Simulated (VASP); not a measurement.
# InW8C8 in VASP: further runs

Runs on InW8C8. Level: PBE. Tasks: single point.

All numbers are computed with VASP 6.6.1; they aren't measurements. Logs are shortened: lines on timing, memory, paths and dates and some standing lists are left out, and cuts for length are marked.

### Step 1. The cell of the first run

The cell holds a slab with vacuum, 17 atoms: a = 5.801 Å, b = 5.801 Å, c = 15.247 Å, α = 90.00°, β = 90.00°, γ = 120.00°.

### Step 2. Single point, PBE

INCAR reads:

```
  PREC = Accurate
  ENCUT = 520
  EDIFF = 1E-6
  ISMEAR = 0
  SIGMA = 0.05
  LREAL = Auto
  LASPH = T
  NELM = 60
  ALGO = Normal
  ISIF = 2
  LWAVE = F
  LCHARG = T
  GGA = PE
  LELF = T
  LVHAR = T
  NBANDS = 92
```

KPOINTS reads:

```
regular mesh
0
Gamma
  3 3 1
```

POSCAR reads:

```
InW8C8
1.0
    5.8006000000      0.0000000000      0.0000000000
   -2.9003000000      5.0234670000      0.0000000000
    0.0000000000      0.0000000000     15.2466500000
W C In
8 8 1
Direct
    0.0000000000      0.0000000000      0.0655881784
   -0.0004951599     -0.0023270781      0.2531841421
    0.0000000498      0.5000000995      0.0655881784
   -0.0000431961      0.4981513763      0.2550686216
    0.5000000000      0.0000000000      0.0655881784
    0.4997078376     -0.0021803667      0.2531952921
    0.5000000498      0.5000000995      0.0655881784
    0.5001414898      0.4988238203      0.2528556765
    0.3332454337      0.1675066244      0.1518102665
    0.3329558101      0.1593381623      0.3258892281
    0.3333634836      0.6681564744      0.1521227942
    0.3292257514      0.6538440483      0.3307283895
    0.8330971067      0.1673447840      0.1525269485
    0.8340181615      0.1597892452      0.3302244100
    0.8337927296      0.6679412844      0.1518932356
    0.8316494953      0.6544068071      0.3310281275
    0.6618022390      0.8072365161      0.4444650464
```

Potentials or basis: VASP PAW PBE potentials, release 64 (W_sv, C, In_d).

Started as:

```bash
> cat potpaw_PBE.64/W_sv/POTCAR potpaw_PBE.64/C/POTCAR potpaw_PBE.64/In_d/POTCAR > POTCAR
> mpirun -np 1 vasp_std > vasp.out
```

OUTCAR:

```text
PREC = Accurate
   ENCUT = 520
   EDIFF = 1E-6
   ISMEAR = 0
   LREAL = Auto
   LASPH = T
   NELM = 60
   ISIF = 2
   GGA = PE

 ion  position               nearest neighbor table
   1  0.000  0.000  0.066-  15 2.12   9 2.13  13 2.14   2 2.86   7 2.90   3 2.90   5 2.90   5 2.90
                             3 2.90   7 2.90
   2  1.000  0.998  0.253-  10 2.01  14 2.02  16 2.09  15 2.26   9 2.28  13 2.28   1 2.86   8 2.90
                             4 2.90   6 2.90   6 2.90   4 2.90   8 2.91  17 3.38
   3  0.000  0.500  0.066-  11 2.13  15 2.13  13 2.13   4 2.89   5 2.90   1 2.90   7 2.90   7 2.90
                             1 2.90   5 2.90
   4  1.000  0.498  0.255-  16 2.00  12 2.02  14 2.05  13 2.28  11 2.30  15 2.31   3 2.89   6 2.90
                             2 2.90   8 2.90   8 2.90   2 2.90   6 2.90
   5  0.500  0.000  0.066-  11 2.13   9 2.13  13 2.13   6 2.86   3 2.90   7 2.90   1 2.90   1 2.90
                             7 2.90   3 2.90
   6  0.500  0.998  0.253-  10 1.99  14 2.05  12 2.09  11 2.26  13 2.27   9 2.29   5 2.86   8 2.90
                             4 2.90   2 2.90   2 2.90   4 2.90   8 2.90  17 3.41
   7  0.500  0.500  0.066-   9 2.13  15 2.13  11 2.14   8 2.86   1 2.90   5 2.90   3 2.90   3 2.90
                             5 2.90   1 2.90
   8  0.500  0.499  0.253-  12 2.02  10 2.04  16 2.05   9 2.27  15 2.28  11 2.28   7 2.86   2 2.90
                             6 2.90   4 2.90   4 2.90   6 2.90   2 2.91  17 3.31
   9  0.333  0.168  0.152-   7 2.13   1 2.13   5 2.13   8 2.27   2 2.28   6 2.29
  10  0.333  0.159  0.326-   6 1.99   2 2.01   8 2.04
  11  0.333  0.668  0.152-   5 2.13   3 2.13   7 2.14   6 2.26   8 2.28   4 2.30
  12  0.329  0.654  0.331-   4 2.02   8 2.02   6 2.09  17 2.41
  13  0.833  0.167  0.153-   3 2.13   5 2.13   1 2.14   6 2.27   2 2.28   4 2.28
  14  0.834  0.160  0.330-   2 2.02   6 2.05   4 2.05  17 2.48
  15  0.834  0.668  0.152-   1 2.12   7 2.13   3 2.13   2 2.26   8 2.28   4 2.31
  16  0.832  0.654  0.331-   4 2.00   8 2.05   2 2.09  17 2.37
  17  0.662  0.807  0.444-  16 2.37  12 2.41  14 2.48   8 3.31   2 3.38   6 3.41

  LATTYP: Found a hexagonal cell.
 ALAT       =     5.8006000000
 C/A-ratio  =     2.6284608489

  Lattice vectors:

 A1 = (   5.8006000000,   0.0000000000,   0.0000000000)
 A2 = (  -2.9003000000,   5.0234670000,   0.0000000000)
 A3 = (   0.0000000000,   0.0000000000,  15.2466500000)

Analysis of symmetry for initial positions (statically):
=====================================================================
 Subroutine PRICEL returns:
 Original cell was already a primitive cell.

 Routine SETGRP: Setting up the symmetry group for a
 hexagonal supercell.

 Subroutine GETGRP returns: Found  1 space group operations
 (whereof  1 operations were pure point group operations)
[... 136 lines left out ...]
   PSTRESS=    0.0 pullay stress
   NELECT =     157.0000    total number of electrons
   NUPDOWN=      -1.0000    fix difference up-down
   EMIN   =  10.00;   EMAX   =-10.00  energy-range for DOS
   EFERMI =   0.00;   METHOD = LEGACY
   ISMEAR =     0;   SIGMA  =   0.05  broadening in eV -4-tet -1-fermi 0-gaus
   EFERMI_NEDOS =   21; number of points for ismear=-14 and -15
   IALGO  =     38    algorithm
   IMIX   =      4    mixing-type and parameters
     AMIX     =   0.40;   BMIX     =  1.00
     AMIX_MAG =   1.60;   BMIX_MAG =  1.00
  volume/ion in A,a.u.               =      26.13       176.36
  Fermi-wavevector in a.u.,A,eV,Ry     =   1.157420  2.187207 18.226659  1.339622
  Thomas-Fermi vector in A             =   2.294032
   LORBIT       =      0    0 simple, 1 ext, 2 COOP (PROOUT), +10 PAW based schemes
   GGA     = PE    functional components
   LHFCALC =     F    Hartree Fock is set to
   AEXX    =    0.0000 exact exchange contribution
   IVDW    =     0    specifies the selected vdW correction
   LEPSILON=     F    determine dielectric tensor
   LRPA    =     F    only Hartree local field effects (RPA)
 non-spin polarized calculation
 Gauss-broadening in eV      SIGMA  =   0.05
  energy-cutoff  :      520.00
  volume of cell :      444.27
 maximum number of plane-waves:     11985
 NGX is ok and might be reduce to    48
   NGX = 21   NGY = 21   NGZ = 57

 number of electron     156.9999997 magnetization

 Free energy of the ion-electron system (eV)
  ---------------------------------------------------
  ext. energy  EPLUGINS =         0.00000000
  ---------------------------------------------------
  free energy    TOTEN  =      -166.15327900 eV

  energy without entropy =     -166.14203180  energy(sigma->0) =     -166.14765540

 E-fermi :   1.9304     XC(G=0):  -7.1401

 val. band max:        1.9033095942   @ k =  -0.3333   0.3333   0.0000
 cond. band min:       1.9325163244   @ k =   0.0000   0.3333   0.0000
 fundamental gap:      0.0292067302
 Fermi energy:         1.9304274838

 k-point     1 :       0.0000    0.0000    0.0000
  band No.  band energies     occupation
      1     -72.1081      2.00000
      2     -72.0868      2.00000
      3     -72.0551      2.00000
      4     -72.0413      2.00000
      5     -72.0376      2.00000
      6     -72.0355      2.00000
[... 454 lines left out ...]
     89       4.1231      0.00000
     90       4.3807      0.00000
 [bands above 90 left out]

------------------------ aborting loop because EDIFF is reached ----------------------------------------

  FORCE on cell =-STRESS in cart. coord.  units (eV):
  Direction    XX          YY          ZZ          XY          YZ          ZX
  --------------------------------------------------------------------------------------
  -------------------------------------------------------------------------------------
  Total        9.3193485      7.3065113      0.9666703     -0.5008199      0.0445619     -0.0788942
  in kB       33.6081985     26.3493399      3.4860858     -1.8060977      0.1607028     -0.2845146
  external PRESSURE =      21.1478747 kB  Pullay stress =       0.0000000 kB

 VOLUME and BASIS-vectors are now :
 -----------------------------------------------------------------------------
  energy-cutoff  :      520.00
  volume of cell :      444.27
      direct lattice vectors                 reciprocal lattice vectors
     5.800600000  0.000000000  0.000000000     0.172395959  0.099532853  0.000000000
    -2.900300000  5.023467000  0.000000000     0.000000000  0.199065705  0.000000000
     0.000000000  0.000000000 15.246650000     0.000000000  0.000000000  0.065588178

 POSITION                                       TOTAL-FORCE (eV/Angst)
 -----------------------------------------------------------------------------------
      0.00000      0.00000      1.00000        -0.020456     -0.018889     -0.132732
      2.90418      5.01178      3.86021         0.007624     -0.005671     -0.042860
     -1.45015      2.51173      1.00000        -0.001184     -0.014613      0.179371
      4.35556      2.50245      3.88894         0.007216     -0.001228     -0.038430
      2.90030      0.00000      1.00000         0.019541     -0.011798     -0.126494
      0.00463      5.01251      3.86038         0.013213     -0.004037     -0.039427
[... 9 lines left out ...]
      2.92609      3.28739      5.04707        -0.011399      0.005985      0.092219
      1.49762      4.05513      6.77660        -0.005925     -0.003711      0.030731
 -----------------------------------------------------------------------------------
    total drift:                               -0.003926     -0.019385      0.018292

  FREE ENERGIE OF THE ION-ELECTRON SYSTEM (eV)
  ---------------------------------------------------
  free  energy   TOTEN  =      -166.1532790023 eV

  energy  without entropy=     -166.1420318039  energy(sigma->0) =     -166.14765540
```

OSZICAR:

```text
N       E                     dE             d eps       ncg     rms          rms(c)
DAV:   1     0.198658388935E+04    0.19866E+04   -0.89192E+04  1024   0.170E+03
DAV:   2    -0.153795720312E+02   -0.20020E+04   -0.19587E+04  1024   0.518E+02
DAV:   3    -0.181365793980E+03   -0.16599E+03   -0.15886E+03  1100   0.153E+02
[... 17 lines left out ...]
DAV:  21    -0.166153259348E+03   -0.11977E-03   -0.35843E-05   824   0.220E-02    0.808E-03
DAV:  22    -0.166153271410E+03   -0.12063E-04   -0.58386E-06   744   0.127E-02    0.418E-03
DAV:  23    -0.166153276738E+03   -0.53274E-05   -0.46474E-06   872   0.664E-03    0.227E-03
DAV:  24    -0.166153278347E+03   -0.16089E-05   -0.59991E-07   648   0.437E-03    0.154E-03
DAV:  25    -0.166153279002E+03   -0.65553E-06   -0.26724E-07   616   0.268E-03
   1 F= -.16615328E+03 E0= -.16614766E+03  d E =-.112472E-01
```

Run time: 8 min. Hardware: 1 thread of Intel Xeon Platinum 8488C (Sapphire Rapids), shared host; peak memory 0.64 GiB.

What came out:

```yaml
Free_energy: -166.1533 eV
Largest_force: 0.180 eV/Å
Band_gap_on_the_k_mesh: zero (an odd number of electrons rules out a gap without spin polarisation)
```

Forces in eV/Å, atoms in the order of the input:
```
W   -0.020 -0.019 -0.133
W    0.008 -0.006 -0.043
W   -0.001 -0.015  0.179
W    0.007 -0.001 -0.038
W    0.020 -0.012 -0.126
W    0.013 -0.004 -0.039
W    0.001  0.050 -0.149
W    0.012 -0.013 -0.050
C    0.004 -0.001  0.003
C   -0.012  0.007  0.087
C    0.003 -0.004 -0.002
C   -0.014  0.007  0.096
C    0.006  0.000  0.000
C   -0.014  0.010  0.088
C    0.006 -0.003  0.004
C   -0.011  0.006  0.092
In  -0.006 -0.004  0.031
```

Levels at points of the mesh, in eV from the Fermi level:
| k point | band 76 | band 77 | band 78 | band 79 | band 80 | band 81 | band 82 | band 83 |
| --- | --- | --- | --- | --- | --- | --- | --- | --- |
| (0.00, 0.00, 0.00) | 0.24 | 0.27 | 0.30 | 0.34 | 0.59 | 0.76 | 1.04 | 1.20 |

Caveat: the k points lie up to 0.42 Å⁻¹ apart, too coarse for converged energies and pressures of a metal; spin-orbit coupling is left out, which moves the levels of the heavy elements.

(Continued in part 2 of 2.)
